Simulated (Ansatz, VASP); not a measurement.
## One calculation of Pb, two programs

File INCAR:

```
SYSTEM = Pb
  PREC = Accurate
  ENCUT = 520
  EDIFF = 1E-8
  ISMEAR = -1
  SIGMA = 0.05
  LREAL = .FALSE.
  LASPH = .TRUE.
  NELM = 80
  ALGO = Normal
  ISIF = 2
  LWAVE = .FALSE.
  LCHARG = .FALSE.
  GGA = CA
  LEFG = .TRUE.
  NBANDS = 21
```

The input KPOINTS:

```
regular mesh
0
G
  8 8 8
  0 0 0
```

The input POSCAR:

```
Pb
1.0
    0.0000000000      3.4504253888      3.4504253888
    3.4504253888      0.0000000000      3.4504253888
    3.4504253888      3.4504253888      0.0000000000
Pb
2
Direct
    0.0000000000      0.0000000000      0.0000000000
    0.2500000000      0.2500000000      0.2500000000
```

Input for Ansatz:

```yaml
crystal:
  lattice:
    - [0.0, 3.4504253888, 3.4504253888]
    - [3.4504253888, 0.0, 3.4504253888]
    - [3.4504253888, 3.4504253888, 0.0]
  atoms:
    - { symbol: Pb, position: [0.0, 0.0, 0.0] }
    - { symbol: Pb, position: [0.25, 0.25, 0.25] }
kpoints:
  mp_grid: { grid: [8, 8, 8] }
scf:
  occupations: { method: fermi_dirac, width: 0.05 }
hamiltonian:
  xc: lda
  pseudopotentials: { kind: all_electron, datasets: crystal }
output:
  forces: true
  stress: true
  eigenvalues: true
  efg: { contact_densities: true }
```

Change from the starting cell: volume scaled by 1.01, crystal datasets.

Alike in both runs: task electric field gradients; functional LDA; k mesh 8 × 8 × 8; occupations fermi-dirac, width 0.05 eV; no spin polarisation.

```csv
,VASP,Ansatz
version,VASP 6.6.1,Ansatz 0.2.0
potentials or method,"VASP PAW LDA potentials, release 64 (Pb_d), cutoff 520 eV","all-electron PAW with datasets made for the crystal, scalar-relativistic"
```

|  | VASP | Ansatz | Ansatz less VASP |
| --- | --- | --- | --- |
| pressure (GPa) | -1.0 | -1.0 | -0.02 |

LDA's correlation is that of Perdew and Zunger in VASP and of Perdew and Wang (1992) in Ansatz. Ansatz ran all-electron here, and VASP with PAW potentials.

Spin-orbit coupling is off throughout.
